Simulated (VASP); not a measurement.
Here is a VASP 6.6.1 calculation.

File INCAR:

```
PREC = Accurate
ENCUT = 520
EDIFF = 1E-6
ISMEAR = 0
SIGMA = 0.15
LREAL = False
LASPH = True
NELM = 100
ALGO = Fast
ISIF = 2
LWAVE = False
LCHARG = False
GGA = PS
IVDW = 12
NBANDS = 13
```

Contents of KPOINTS:

```
Automatic mesh
0
Gamma
  20 20 20
```

The input POSCAR:

```
Sn
1.0
   -2.1267818233      2.1267818233      1.5036347491
    2.1267818233     -2.1267818233      1.5036347491
    2.1267818233      2.1267818233     -1.5036347491
Sn
1
Direct
    0.0000000000      0.0000000000      0.0000000000
```

Potentials or basis: VASP PAW PBE potentials, release 64 (Sn_d).

Run with:

```bash
$ cat potpaw_PBE.64/Sn_d/POTCAR > POTCAR
$ mpirun -np 1 vasp_std > vasp.out
```

Estimate the band gap on the k mesh.

zero (bands 7 and 8 overlap by 8.02 eV).

What does it give for the dispersion energy per atom?

-0.389 eV.

Stress tensor (GPa, compression positive):
```
-4.52  0.00  0.00
 0.00 -4.52  0.00
 0.00  0.00  3.51
```

Caveat: the PAW data sets were made with another functional, which shifts forces and pressure a little; spin-orbit coupling is left out, which moves the levels of the heavy elements.
